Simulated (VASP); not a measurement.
HfN: single point with RPBE

Crystal: HfN.

```
Hf N
1.0
     0.00000    2.31732    2.31732
     2.31732    0.00000    2.31732
     2.31732    2.31732    0.00000
Hf N
1 1
Direct
  0.50000 0.50000 0.50000
  0.00000 0.00000 0.00000
```

| Property | Result |
| --- | --- |
| Program | VASP 6.6.1 |
| Task | single point |
| Functional | RPBE |
| Potentials or basis | VASP PAW PBE potentials, release 64 (Hf_pv, N) |
| Cutoff | 520 eV |
| k mesh | 10 × 10 × 10 |
| Occupations | gaussian, width 0.05 eV |
| Spin | no spin polarisation |

```
Pressure               : -11.2 GPa
Band gap on the k mesh : zero (an odd number of electrons rules out a gap without spin polarisation)
```

Levels at points of the mesh, in eV from the Fermi level:
```csv
k point,band 5,band 6,band 7,band 8,band 9,band 10,band 11,band 12
"(0.00, 0.00, 0.00)",-2.99,-2.99,-2.99,-0.33,-0.33,-0.33,1.04,1.76
"(0.50, 0.00, 0.00)",-8.49,-5.85,-5.85,2.91,3.31,3.31,3.97,7.93
"(0.50, 0.50, 0.00)",-5.46,-3.70,-3.70,-3.51,3.67,4.69,4.93,4.93
```

Run time: 6.8 s on 1 thread of Intel(R) Xeon(R) Platinum 8488C (Sapphire Rapids), with other jobs on the host, peak memory 0.15 GiB.

Caveat: the cell stands under tension; the PAW data sets were made with another functional, which shifts forces and pressure a little; spin-orbit coupling is left out, which moves the levels of the heavy elements.
